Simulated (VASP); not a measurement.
# Rh (P-3m1) in VASP: single point with PBEsol

Aim: the single point of Rh with PBEsol.

Program: VASP 6.6.1. These are calculated values, not measurements. Logs are shortened: lines on timing, memory, paths and dates and some standing lists are left out, and cuts for length are marked.

**1. The cell of the first run**

The structure is trigonal, space group P-3m1 (No. 164). Conventional cell: a = 2.689 Å, b = 2.689 Å, c = 16.174 Å, α = 90.00°, β = 90.00°, γ = 120.00°. Rh (site symmetry 3m) has 9 Rh at 2.69 Å within 3.5 Å. Rh (site symmetry 3m) has 12 Rh at 2.69 Å within 3.5 Å. Within 3.5 Å of Rh (site symmetry 3m) lie 12 Rh at 2.69 Å.

**2. Single point, PBEsol (the distance across one plane changed)**

The input, INCAR:

```
  PREC = Accurate
  ENCUT = 500
  EDIFF = 1E-6
  ISMEAR = 0
  SIGMA = 0.15
  LREAL = False
  LASPH = True
  NELM = 120
  ALGO = Normal
  ISIF = 2
  LWAVE = False
  LCHARG = False
  GGA = PS
  NBANDS = 54
  GGA_COMPAT = False
```

The input, KPOINTS:

```
Automatic mesh
0
Gamma
  20 20 4
```

The input, POSCAR:

```
Rh
1.0
    1.9015500000     -1.9015500000      0.0000000000
    1.9015500000      0.0000000000     -1.9015500000
    9.3382508076      9.3382508076      9.3382508076
Rh
6
Direct
    0.6666666667      0.6666666667      0.0678631623
    0.0000000000      0.0000000000      0.7466305386
    0.3333333333      0.3333333333      0.2036166375
    0.6666666667      0.6666666667      0.4751235881
    0.0000000000      0.0000000000      0.3393701128
    0.3333333333      0.3333333333      0.6108770633
```

Potentials or basis: VASP PAW PBE potentials, release 64 (Rh_pv).

On the command line:

```console
$ cat potpaw_PBE.64/Rh_pv/POTCAR > POTCAR
$ mpirun -np 1 vasp_std > vasp.out
```

OUTCAR:

```text
PREC = Accurate
   ENCUT = 500
   EDIFF = 1E-6
   ISMEAR = 0
   LREAL = False
   LASPH = True
   NELM = 120
   ISIF = 2
   GGA = PS

 ion  position               nearest neighbor table
   1  0.667  0.667  0.068-   3 2.69   3 2.69   3 2.69
   2  0.000  0.000  0.747-   6 2.69   6 2.69   6 2.69
   3  0.333  0.333  0.204-   1 2.69   1 2.69   1 2.69   5 2.69   5 2.69   5 2.69
   4  0.667  0.667  0.475-   6 2.69   6 2.69   6 2.69   5 2.69   5 2.69   5 2.69
   5  0.000  0.000  0.339-   3 2.69   4 2.69   4 2.69   4 2.69   3 2.69   3 2.69
   6  0.333  0.333  0.611-   4 2.69   4 2.69   4 2.69   2 2.69   2 2.69   2 2.69

  LATTYP: Found a hexagonal cell.
 ALAT       =     2.6891977995
 C/A-ratio  =     6.0145538031

  Lattice vectors:

 A1 = (  -1.9015500000,   0.0000000000,   1.9015500000)
 A2 = (   1.9015500000,  -1.9015500000,   0.0000000000)
 A3 = (   9.3382508076,   9.3382508076,   9.3382508076)

Analysis of symmetry for initial positions (statically):
=====================================================================
 Subroutine PRICEL returns:
 Original cell was already a primitive cell.

 Routine SETGRP: Setting up the symmetry group for a
 hexagonal supercell.

 Subroutine GETGRP returns: Found 12 space group operations
 (whereof  6 operations were pure point group operations)
 out of a pool of 24 trial point group operations.

The static configuration has the point symmetry C_3v.
 The point group associated with its full space group is D_3d.

Analysis of symmetry for dynamics (positions and initial velocities):
=====================================================================
 Subroutine PRICEL returns:
 Original cell was already a primitive cell.

 Routine SETGRP: Setting up the symmetry group for a
 hexagonal supercell.

 Subroutine GETGRP returns: Found 12 space group operations
 (whereof  6 operations were pure point group operations)
 out of a pool of 24 trial point group operations.

The dynamic configuration has the point symmetry C_3v.
 The point group associated with its full space group is D_3d.

 Subroutine INISYM returns: Found 12 space group operations
 (whereof  6 operations are pure point group operations),
 and found     1 'primitive' translations

----------------------------------------------------------------------------------------

                                     Primitive cell

  volume of cell :     101.2983

  direct lattice vectors                    reciprocal lattice vectors
     1.901550000 -1.901550000  0.000000000     0.175295592 -0.350591184  0.175295592
     1.901550000  0.000000000 -1.901550000     0.175295592  0.175295592 -0.350591184
     9.338250808  9.338250808  9.338250808     0.035695479  0.035695479  0.035695479

  length of vectors
     2.689197800  2.689197800 16.174324853     0.429384755  0.429384755  0.061826383

  position of ions in fractional coordinates (direct lattice)
     0.666666667  0.666666667  0.067863162
     0.000000000  0.000000000  0.746630539
     0.333333333  0.333333333  0.203616637
     0.666666667  0.666666667  0.475123588
     0.000000000  0.000000000  0.339370113
     0.333333333  0.333333333  0.610877063

  ion indices of the primitive-cell ions
   primitive index   ion index
                 1           1
                 2           2
                 3           3
                 4           4
                 5           5
                 6           6

----------------------------------------------------------------------------------------

 KPOINTS: Automatic mesh

Automatic generation of k-mesh.
 Grid dimensions read from file:
 generate k-points for:   20   20    4

 Generating k-lattice:

  Cartesian coordinates                     Fractional coordinates (reciprocal lattice)
     0.008764780 -0.017529559  0.008764780     0.050000000  0.000000000  0.000000000
     0.008764780  0.008764780 -0.017529559     0.000000000  0.050000000  0.000000000
     0.008923870  0.008923870  0.008923870     0.000000000  0.000000000  0.250000000

  Length of vectors
     0.021469238  0.021469238  0.015456596

  Shift w.r.t. Gamma in fractional coordinates (k-lattice)
     0.000000000  0.000000000  0.000000000

 Subroutine IBZKPT returns following result:
 ===========================================

 Found    165 irreducible k-points:

 Following reciprocal coordinates:
            Coordinates               Weight
  0.000000  0.000000  0.000000      1.000000
  0.050000  0.000000  0.000000      6.000000
  0.100000  0.000000  0.000000      6.000000
  0.150000  0.000000  0.000000      6.000000
  0.200000  0.000000  0.000000      6.000000
  0.250000  0.000000  0.000000      6.000000
[... 16 lines left out ...]
  0.300000  0.100000 -0.000000     12.000000
  0.350000  0.100000  0.000000     12.000000
 [... further k-points ...]
   k-points           NKPTS =    165   k-points in BZ     NKDIM =    165   number of bands    NBANDS=     54
   number of dos      NEDOS =    301   number of ions     NIONS =      6
   total plane-waves  NPLWV =  48000
   dimension x,y,z NGX =    20 NGY =   20 NGZ =  120
   dimension x,y,z NGXF=    40 NGYF=   40 NGZF=  240
   ions per type =               6
   NGX,Y,Z   is equivalent  to a cutoff of  12.36, 12.36, 12.33 a.u.
   NGXF,Y,Z  is equivalent  to a cutoff of  24.73, 24.73, 24.67 a.u.
 SYSTEM =  unknown system
   PREC   = accura    normal or accurate (medium, high low for compatibility)
   ISTART =      0    job   : 0-new  1-cont  2-samecut
   ICHARG =      2    charge: 1-file 2-atom 10-const
   ISPIN  =      1    spin polarized calculation?
   LNONCOLLINEAR =      F non collinear calculations
   LSORBIT =      F    spin-orbit coupling
   LASPH  =      T    aspherical Exc in radial PAW
   ENCUT  =  500.0 eV  36.75 Ry    6.06 a.u.   4.90  4.90 29.49*2*pi/ulx,y,z
   NELM   =    120;   NELMIN=  2; NELMDL= -5     # of ELM steps
   EDIFF  = 0.1E-05   stopping-criterion for ELM
   LREAL  =      F    real-space projection
   EDIFFG = 0.1E-04   stopping-criterion for IOM
   NSW    =      0    number of steps for IOM
   IBRION =     -1    ionic relax: 0-MD 1-quasi-New 2-CG
   NFREE  =      0    steps in history (QN), initial steepest desc. (CG)
   ISIF   =      2    stress and relaxation
   ISYM   =      2    0-nonsym 1-usesym 2-fastsym
   POTIM  = 0.5000    time-step for ionic-motion
   TEBEG  =    0.0;   TEEND  =   0.0 temperature during run
   PSTRESS=    0.0 pullay stress
   NELECT =      90.0000    total number of electrons
   NUPDOWN=      -1.0000    fix difference up-down
   EMIN   =  10.00;   EMAX   =-10.00  energy-range for DOS
   EFERMI =   0.00;   METHOD = LEGACY
   ISMEAR =     0;   SIGMA  =   0.15  broadening in eV -4-tet -1-fermi 0-gaus
   EFERMI_NEDOS =   21; number of points for ismear=-14 and -15
   IALGO  =     38    algorithm
   IMIX   =      4    mixing-type and parameters
     AMIX     =   0.40;   BMIX     =  1.00
     AMIX_MAG =   1.60;   BMIX_MAG =  1.00
  volume/ion in A,a.u.               =      16.88       113.93
  Fermi-wavevector in a.u.,A,eV,Ry     =   1.573819  2.974087 33.700374  2.476908
  Thomas-Fermi vector in A             =   2.675047
   LORBIT       =      0    0 simple, 1 ext, 2 COOP (PROOUT), +10 PAW based schemes
   GGA     = PS    functional components
   LHFCALC =     F    Hartree Fock is set to
   AEXX    =    0.0000 exact exchange contribution
   IVDW    =     0    specifies the selected vdW correction
   LEPSILON=     F    determine dielectric tensor
   LRPA    =     F    only Hartree local field effects (RPA)
 non-spin polarized calculation
 Gauss-broadening in eV      SIGMA  =   0.15
  energy-cutoff  :      500.00
  volume of cell :      101.30
 maximum number of plane-waves:      2620
   NGX =  9   NGY =  9   NGZ = 59

 number of electron      89.9999999 magnetization

 Free energy of the ion-electron system (eV)
  ---------------------------------------------------
  ext. energy  EPLUGINS =         0.00000000
  ---------------------------------------------------
  free energy    TOTEN  =       -46.94044557 eV

  energy without entropy =      -46.84256615  energy(sigma->0) =      -46.89150586

 E-fermi :   8.5824     XC(G=0): -12.3919

 val. band max:        8.5805504067   @ k =   0.4500   0.0500   0.5000
 cond. band min:       8.5827728650   @ k =   0.2500   0.1000   0.5000
 fundamental gap:      0.0022224584
 Fermi energy:         8.5824319900

 k-point     1 :       0.0000    0.0000    0.0000
  band No.  band energies     occupation
      1     -38.4543      2.00000
      2     -38.2978      2.00000
      3     -38.0814      2.00000
      4     -37.8731      2.00000
      5     -37.8583      2.00000
      6     -37.8583      2.00000
[... 46 lines left out ...]
     53       9.0946      0.00000
     54       9.1950      0.00000

 k-point     2 :       0.0500    0.0000    0.0000
  band No.  band energies     occupation
      1     -38.4493      2.00000
      2     -38.2952      2.00000
      3     -38.0827      2.00000
      4     -37.8830      2.00000
      5     -37.8691      2.00000
      6     -37.8625      2.00000
[... 46 lines left out ...]
     53       9.1005      0.00000
     54      10.0095      0.00000

 k-point     3 :       0.1000    0.0000    0.0000
  band No.  band energies     occupation
      1     -38.4348      2.00000
      2     -38.2883      2.00000
      3     -38.0881      2.00000
      4     -37.9195      2.00000
      5     -37.9025      2.00000
      6     -37.8808      2.00000
[... 46 lines left out ...]
     53       9.2244      0.00000
     54      10.8135      0.00000
[... 1084 lines left out ...]
 k-point    23 :       0.3000    0.1000   -0.0000
  band No.  band energies     occupation
      1     -38.3459      2.00000
      2     -38.2769      2.00000
      3     -38.2008      2.00000
      4     -38.1561      2.00000
      5     -38.1107      2.00000
      6     -38.0668      2.00000
[... 46 lines left out ...]
     53      11.2399      0.00000
     54      13.5051      0.00000

 k-point    24 :       0.3500    0.1000    0.0000
  band No.  band energies     occupation
      1     -38.3359      2.00000
      2     -38.3074      2.00000
      3     -38.2441      2.00000
      4     -38.2307      2.00000
      5     -38.1777      2.00000
      6     -38.0895      2.00000
[... 46 lines left out ...]
     53      11.8750      0.00000
     54      14.2132      0.00000

 [... further k-points ...]

------------------------ aborting loop because EDIFF is reached ----------------------------------------

  FORCE on cell =-STRESS in cart. coord.  units (eV):
  Direction    XX          YY          ZZ          XY          YZ          ZX
  --------------------------------------------------------------------------------------
  -------------------------------------------------------------------------------------
  Total       -5.0974775     -5.0974775     -5.0974775      0.3916227      0.3916227      0.3916227
  in kB      -80.6238643    -80.6238643    -80.6238643      6.1940709      6.1940709      6.1940709
  external PRESSURE =     -80.6238643 kB  Pullay stress =       0.0000000 kB

 VOLUME and BASIS-vectors are now :
 -----------------------------------------------------------------------------
  energy-cutoff  :      500.00
  volume of cell :      101.30
      direct lattice vectors                 reciprocal lattice vectors
     1.901550000 -1.901550000  0.000000000     0.175295592 -0.350591184  0.175295592
     1.901550000  0.000000000 -1.901550000     0.175295592  0.175295592 -0.350591184
     9.338250808  9.338250808  9.338250808     0.035695479  0.035695479  0.035695479

 POSITION                                       TOTAL-FORCE (eV/Angst)
 -----------------------------------------------------------------------------------
      3.16912     -0.63398     -0.63398         0.288852      0.288852      0.288852
      6.97222      6.97222      6.97222        -0.288852     -0.288852     -0.288852
      3.16912      1.26757      1.26757        -0.124712     -0.124712     -0.124712
      6.97222      3.16912      3.16912         0.118468      0.118468      0.118468
      3.16912      3.16912      3.16912        -0.118468     -0.118468     -0.118468
      6.97222      5.07067      5.07067         0.124712      0.124712      0.124712
 -----------------------------------------------------------------------------------
    total drift:                                0.000017      0.000017      0.000017

  FREE ENERGIE OF THE ION-ELECTRON SYSTEM (eV)
  ---------------------------------------------------
  free  energy   TOTEN  =       -46.9404455675 eV

  energy  without entropy=      -46.8425661549  energy(sigma->0) =      -46.89150586
```

Wall time 9.6 min (1 thread of Intel Xeon 6975P-C (Granite Rapids), shared host); peak memory 0.62 GiB.

Results:

- Free energy: -46.9404 eV
- Pressure: -8.1 GPa
- Largest force: 0.500 eV/Å
- Band gap on the k mesh: zero (bands 45 and 46 overlap by 1.71 eV)

Forces in eV/Å, atoms in the order of the input:
```
Rh   0.289  0.289  0.289
Rh  -0.289 -0.289 -0.289
Rh  -0.125 -0.125 -0.125
Rh   0.118  0.118  0.118
Rh  -0.118 -0.118 -0.118
Rh   0.125  0.125  0.125
```

Stress tensor (GPa, compression positive):
```
-8.06  0.62  0.62
 0.62 -8.06  0.62
 0.62  0.62 -8.06
```

Levels at points of the mesh, in eV from the Fermi level:
```csv
k point,band 41,band 42,band 43,band 44,band 45,band 46,band 47,band 48
"(0.00, 0.00, 0.00)",-1.25,-1.03,-1.03,-0.98,-0.98,-0.71,-0.71,-0.23
"(0.50, 0.00, 0.00)",0.46,0.58,0.59,0.64,0.73,0.87,1.10,1.11
"(0.00, 0.00, 0.50)",-1.03,-1.03,-0.98,-0.98,-0.90,-0.71,-0.71,-0.23
"(0.50, 0.00, 0.50)",0.46,0.55,0.59,0.64,0.73,0.87,1.10,1.11
```

Caveat: the cell differs from its parent crystal (the distance across one plane changed); the cell stands under tension; the PAW data sets were made with another functional, which shifts forces and pressure a little.
